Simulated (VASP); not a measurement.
# Al (C2/m) in VASP: further runs, part 3 of 3

VASP 6.6.1. The steps go on from the part before.

### Step 5. Electric field gradients, r2SCAN (shortest bond scaled by 0.58)

Contents of POSCAR:

```
Al
1.0
    2.8642811953      0.0000000000      0.0000000000
   -1.4321405977      2.4805402787      0.0000000000
    0.0000000000      0.0000000000      4.6401355364
Al
2
Direct
    0.1933333333      0.5966666667      0.1450000000
    0.8066666667      0.4033333333      0.8550000000
```

Contents of INCAR.step1:

```
PREC = Accurate ; ENCUT = 520
ISMEAR = -1 ; SIGMA = 0.05
LREAL = F ; LASPH = T
NELM = 100 ; NBANDS = 10
GGA = PE ; ALGO = Normal
EDIFF = 1E-4 ; LWAVE = T
LCHARG = F
```

Contents of INCAR.step2:

```
PREC = Accurate ; ENCUT = 520
EDIFF = 1E-8 ; ISMEAR = -1
SIGMA = 0.05 ; LREAL = F
LASPH = T ; NELM = 100
ALGO = Normal ; ISIF = 2
LWAVE = F ; LCHARG = F
METAGGA = R2SCAN ; LMIXTAU = T
LEFG = T ; NBANDS = 10
ISTART = 1
```

Contents of KPOINTS:

```
regular mesh
0
Gamma
  12 12 7
```

Potentials or basis: VASP PAW PBE potentials, release 64 (Al).

Run with:

```bash
cat potpaw_PBE.64/Al/POTCAR > POTCAR
cp INCAR.step1 INCAR
mpirun -np 1 vasp_std > vasp.out
cp INCAR.step2 INCAR
mpirun -np 1 vasp_std > vasp.out
```

OUTCAR:

```text
PREC = Accurate
   ENCUT = 520
   EDIFF = 1E-8
   ISMEAR = -1
   LREAL = F
   LASPH = T
   NELM = 100
   ISIF = 2
   METAGGA = R2SCAN
   ISTART = 1

 ion  position               nearest neighbor table
   1  0.193  0.597  0.145-   2 1.65   2 2.49   2 2.49   2 3.31   2 3.31
   2  0.807  0.403  0.855-   1 1.65   1 2.49   1 2.49   1 3.31   1 3.31

 -----------------------------------------------------------------------------
|                                                                             |
|           W    W    AA    RRRRR   N    N  II  N    N   GGGG   !!!           |
|           W    W   A  A   R    R  NN   N  II  NN   N  G    G  !!!           |
|           W    W  A    A  R    R  N N  N  II  N N  N  G       !!!           |
|           W WW W  AAAAAA  RRRRR   N  N N  II  N  N N  G  GGG   !            |
|           WW  WW  A    A  R   R   N   NN  II  N   NN  G    G                |
|           W    W  A    A  R    R  N    N  II  N    N   GGGG   !!!           |
|                                                                             |
|     The distance between some ions is very small. Please check the          |
|     nearest-neighbor list in the OUTCAR file.                               |
[... 529 lines left out ...]
 -----------------------------------------------------------------------------------
     -0.30075      1.48006      0.67282        10.790601      6.229957     20.339072
      1.73289      1.00048      3.96732       -10.790601     -6.229957    -20.339072
 -----------------------------------------------------------------------------------
    total drift:                               -0.000000     -0.000000     -0.000000

  FREE ENERGIE OF THE ION-ELECTRON SYSTEM (eV)
  ---------------------------------------------------
  free  energy   TOTEN  =        -5.5582776538 eV

  energy  without entropy=       -5.5516266437  energy(sigma->0) =       -5.55495215

 Electric field gradients (V/A^2)
---------------------------------------------------------------------
 ion       V_xx      V_yy      V_zz      V_xy      V_xz      V_yz
---------------------------------------------------------------------
   1      -5.322     7.799    -2.477   -11.363    -5.139    -2.967
   2      -5.322     7.799    -2.477   -11.363    -5.139    -2.967
---------------------------------------------------------------------

 Electric field gradients after diagonalization (V/A^2)
 (convention: |V_zz| > |V_xx| > |V_yy|)
----------------------------------------------------------------------
 ion       V_xx      V_yy      V_zz     asymmetry (V_yy - V_xx)/ V_zz
----------------------------------------------------------------------
   1      14.360     0.392   -14.752       0.947
   2      14.360     0.392   -14.752       0.947
----------------------------------------------------------------------

           NMR quadrupolar parameters

 Cq : quadrupolar parameter    Cq=e*Q*V_zz/h
 eta: asymmetry parameters     (V_yy - V_xx)/ V_zz
 Q  : nuclear electric quadrupole moment in mb (millibarn)
----------------------------------------------------------------------
 ion       Cq(MHz)       eta       Q (mb)
----------------------------------------------------------------------
   1      -0.036       0.947       1.000
   2      -0.036       0.947       1.000
----------------------------------------------------------------------
```

OSZICAR.step1:

```text
N       E                     dE             d eps       ncg     rms          rms(c)
DAV:   1     0.859293046423E+01    0.85929E+01   -0.23281E+03  5540   0.472E+02
DAV:   2    -0.561823238637E+00   -0.91548E+01   -0.88015E+01  7234   0.585E+01
DAV:   3    -0.829414879814E+00   -0.26759E+00   -0.26602E+00  7322   0.910E+00
DAV:   4    -0.831891061737E+00   -0.24762E-02   -0.24759E-02  7064   0.925E-01
DAV:   5    -0.831932789087E+00   -0.41727E-04   -0.41727E-04  6914   0.111E-01    0.419E+00
DAV:   6     0.191925976766E+00    0.10239E+01   -0.23721E+00  5996   0.454E+00    0.172E+00
DAV:   7     0.272242283716E+00    0.80316E-01   -0.27752E-01  6978   0.183E+00    0.635E-01
DAV:   8     0.280808106085E+00    0.85658E-02   -0.14191E-02  6054   0.667E-01    0.231E-01
DAV:   9     0.280917262213E+00    0.10916E-03   -0.73236E-04  6548   0.130E-01    0.124E-01
DAV:  10     0.281002542732E+00    0.85281E-04   -0.98203E-05  3870   0.489E-02
   1 F= 0.28100254E+00 E0= 0.28447327E+00  d E =-.694146E-02
```

It took 5.1 min on 1 thread of Intel Xeon 8259CL, shared host; peak memory 0.21 GiB.

Results:

| Property | Result |
| --- | --- |
| Free energy | -5.5583 eV |
| Pressure | 62.5 GPa |
| Largest force | 23.852 eV/Å |
| Band gap on the k mesh | zero (bands 3 and 4 overlap by 4.83 eV) |
| Largest electric field gradient by atom | Al -14.8 V/Å² |

Forces on the atoms (eV/Å):
```
Al   10.791   6.230  20.339
Al  -10.791  -6.230 -20.339
```

Stress tensor (GPa, compression positive):
```
 47.18  25.38  70.98
 25.38  17.88  40.98
 70.98  40.98 122.57
```

Levels at points of the mesh, in eV from the Fermi level:
```csv
k point,band 1,band 2,band 3,band 4,band 5,band 6,band 7,band 8
"(0.00, 0.00, 0.00)",-12.77,-4.60,-3.14,8.26,9.24,9.26,9.27,11.79
"(0.50, 0.00, 0.00)",-6.81,-6.67,1.09,1.80,2.70,3.56,3.78,6.51
"(0.00, 0.50, 0.00)",-6.83,-6.59,1.01,1.29,2.32,3.57,4.67,6.03
```

Electric field gradients, principal values (V/Å²):
```tsv
atom	least	middle	greatest (by size)
1 Al	0.392	14.360	-14.752
2 Al	0.392	14.360	-14.752
```

Caveat: the cell differs from its parent crystal (shortest bond scaled by 0.58); atoms lie so close that the PAW spheres overlap strongly, which falsifies energies and pressures; the stress differs along the axes, from 18 to 123 GPa; without QUAD_EFG the Cq values of the log hold for a quadrupole moment of 1 mb, not for the nuclei; the PAW data sets were made with another functional, which shifts forces and pressure a little.

### Step 6. Summary

```csv
cell,gap on the mesh (eV),pressure (GPa),largest force (eV/Å)
"as given, shortest bond scaled by 0.82",none,6.4,3.14
"as given, shortest bond scaled by 0.7",none,26.4,9.19
"as given, shortest bond scaled by 0.64",none,42.5,15.11
"as given, shortest bond scaled by 0.58",none,62.5,23.85
```

Some of these runs hold the atoms at other places in the same cell, which the table doesn't show; runs alike in all that it shows share one row.

Alike in all rows: task electric field gradients; level r2SCAN; potentials or basis VASP PAW PBE potentials, release 64 (Al); no spin polarisation; k mesh 12 × 12 × 7; cutoff (eV) 520; smearing fermi-dirac 0.05 eV.

Caveats: the PAW data sets were made with another functional, which shifts forces and pressure a little; the stress differs along the axes, from 2 to 13 GPa (at least some runs); the stress differs along the axes, from 8 to 52 GPa (at least some runs); the stress differs along the axes, from 13 to 83 GPa (at least some runs); atoms lie so close that the PAW spheres overlap strongly, which falsifies energies and pressures (at least some runs); the stress differs along the axes, from 18 to 123 GPa (at least some runs).

Total energies depend on the potentials used, so only differences within one code and one set of settings carry meaning.
